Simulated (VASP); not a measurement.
Crystal: SnSe2.

```
Sn Se
1.0
     3.82515    0.00000    0.00000
    -1.91257    3.31268    0.00000
     0.00000    0.00000    6.28935
Sn Se
1 2
Direct
  0.00000 0.00000 0.00000
  0.33333 0.66667 0.25086
  0.66667 0.33333 0.74914
```

This cell differs from its parent crystal: uniaxial z strain +1.0%.

Base run:

| Item | Value |
| --- | --- |
| Program | VASP 6.6.1 |
| Functional | r2SCAN |
| Potentials or basis | VASP PAW PBE potentials, release 64 (Sn_d, Se) |
| Cutoff | 520 eV |
| k mesh | 12 × 12 × 4 |
| Occupations | gaussian, width 0.01 eV |
| Spin | no spin polarisation |

Its results: band gap on the k mesh 1.04 eV, indirect (least direct gap 1.49 eV); pressure 0.8 GPa; largest force 0.019 eV/Å.

Q: The run is repeated on the same cell with these changes: functional from r2SCAN to PBE; k mesh from 12 × 12 × 4 to 6 × 6 × 2. What comes out?

A: Band gap on the k mesh 0.77 eV, indirect (least direct gap 1.19 eV); pressure 2.8 GPa; largest force 0.258 eV/Å.

Several settings changed at once, so the effect can't be laid on one alone.

Caveats: some runs use coarse meshes; spin-orbit coupling is left out, which moves the levels of the heavy elements; the PAW data sets were made with another functional, which shifts forces and pressure a little (some runs); this functional lacks dispersion, which binds the layers, so the pressure and a relaxed spacing across them are unreliable (some runs).

A k mesh can miss the band edges.
